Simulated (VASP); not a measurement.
Wanted: the native input for a VASP 6.6.1 run.

```yaml
Task: single point
Functional: PBE
Potentials_or_basis: VASP PAW PBE potentials, release 64 (Ti_sv, H)
Cutoff: 520 eV
k_mesh: 12 × 12 × 12
Occupations: gaussian, width 0.1 eV
Spin: no spin polarisation
Dipole_correction: no
k_mesh_for_the_DOS: 18 × 18 × 18
Occupations_for_the_DOS: tetrahedron
Further_INCAR_settings: ALGO = Normal; EDIFF = 1e-07
```

TiH5:

```xyz
6
Lattice="3.3538 0.0000 0.0000 -1.6769 2.9045 0.0000 0.0000 0.0000 2.9251" Properties=species:S:1:pos:R:3 pbc="T T T"
Ti    0.0000    0.0000    0.0000
H     0.0000    1.9363    0.0000
H     1.6769    0.9682    0.0000
H     1.6769    0.0000    1.4626
H     0.8385    1.4522    1.4626
H    -0.8385    1.4522    1.4626
```

One way to write it, as run:

POSCAR

```
TiH5
1.0
    3.3538230210      0.0000000000      0.0000000000
   -1.6769115105      2.9044959360      0.0000000000
    0.0000000000      0.0000000000      2.9251267771
Ti H
1 5
Direct
    0.0000000000      0.0000000000      0.0000000000
    0.3333333333      0.6666666667      0.0000000000
    0.6666666667      0.3333333333      0.0000000000
    0.5000000000      0.0000000000      0.5000000000
    0.5000000000      0.5000000000      0.5000000000
    0.0000000000      0.5000000000      0.5000000000
```

INCAR.step1

```
SYSTEM = TiH5
PREC = Accurate
ENCUT = 520
EDIFF = 1E-7
ISMEAR = 0
SIGMA = 0.1
LREAL = .False.
LASPH = .True.
NELM = 60
ALGO = Normal
ISIF = 2
LWAVE = .False.
LCHARG = .True.
LMAXMIX = 4
GGA = PE
NBANDS = 18
```

KPOINTS.step1

```
Automatic mesh
0
Gamma
  12 12 12
  0 0 0
```

INCAR.step2

```
SYSTEM = TiH5
PREC = Accurate
ENCUT = 520
EDIFF = 1E-7
ISMEAR = -5
SIGMA = 0.1
LREAL = .False.
LASPH = .True.
NELM = 60
ALGO = Normal
ISIF = 2
LWAVE = .False.
LCHARG = .False.
LMAXMIX = 4
GGA = PE
LORBIT = 10
NEDOS = 1001
ICHARG = 11
```

KPOINTS.step2

```
Automatic mesh
0
Gamma
  18 18 18
  0 0 0
```

Potentials or basis: VASP PAW PBE potentials, release 64 (Ti_sv, H).

Command:

```console
$ cat potpaw_PBE.64/Ti_sv/POTCAR potpaw_PBE.64/H/POTCAR > POTCAR
$ cp INCAR.step1 INCAR
$ cp KPOINTS.step1 KPOINTS
$ mpirun -np 1 vasp_std > vasp.out
$ cp INCAR.step2 INCAR
$ cp KPOINTS.step2 KPOINTS
$ mpirun -np 1 vasp_std > vasp.out
```

Results of the run:

The valence electrons inside the program's atomic spheres are Ti 10.29; H 0.53, 0.47 (each value once).

Run time: 66 s on 1 thread of Intel(R) Xeon(R) 6975P-C (Granite Rapids), with other jobs on the host, peak memory 0.25 GiB.
